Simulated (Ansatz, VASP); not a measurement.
# BAs: VASP beside Ansatz

The input INCAR:

```
PREC = Accurate
ENCUT = 500
EDIFF = 1E-6
ISMEAR = 0
SIGMA = 0.1
LREAL = F
LASPH = T
NELM = 120
ALGO = Normal
ISIF = 2
LWAVE = F
LCHARG = F
GGA = PE
NBANDS = 11
GGA_COMPAT = F
```

Contents of KPOINTS:

```
regular mesh
0
Gamma
  6 6 6
```

The input POSCAR:

```
BAs
1.0
    0.0000000000      2.3885000000      2.3885000000
    2.3885000000      0.0000000000      2.3885000000
    2.3885000000      2.3885000000      0.0000000000
B As
1 1
Direct
    0.0000000000      0.0000000000      0.0000000000
    0.7500000000      0.7500000000      0.7500000000
```

Input for Ansatz:

```yaml
crystal:
  lattice:
    - [0.0, 2.3885, 2.3885]
    - [2.3885, 0.0, 2.3885]
    - [2.3885, 2.3885, 0.0]
  atoms:
    - { symbol: B, position: [0.0, 0.0, 0.0] }
    - { symbol: As, position: [0.75, 0.75, 0.75] }
basis:
  ecutwfc: 420
kpoints:
  mp_grid: { grid: [6, 6, 6] }
hamiltonian:
  xc: pbe
scf:
  occupations: { method: gaussian, width: 0.1 }
output:
  forces: true
  stress: true
  eigenvalues: true
```

Alike in both runs: task single point; functional PBE; k mesh 6 × 6 × 6; occupations gaussian, width 0.1 eV; no spin polarisation.

|  | VASP | Ansatz |
| --- | --- | --- |
| version | VASP 6.6.1 | Ansatz 0.2.0 |
| potentials or method | VASP PAW PBE potentials, release 64 (B, As), cutoff 500 eV | scalar-relativistic, plane waves, PAW |
| valence electrons in the cell | 8 | 18 |

```csv
,VASP,Ansatz,Ansatz less VASP
gap on the k mesh at the Fermi level (eV),1.27,1.28,+0.008
least direct gap on the mesh (eV),3.27,3.28,+0.005
pressure (GPa),3.5,2.8,-0.66
```

VASP's potentials hold 8 valence electrons a cell and Ansatz's 18, so a difference there can come from the potentials and not from the codes.
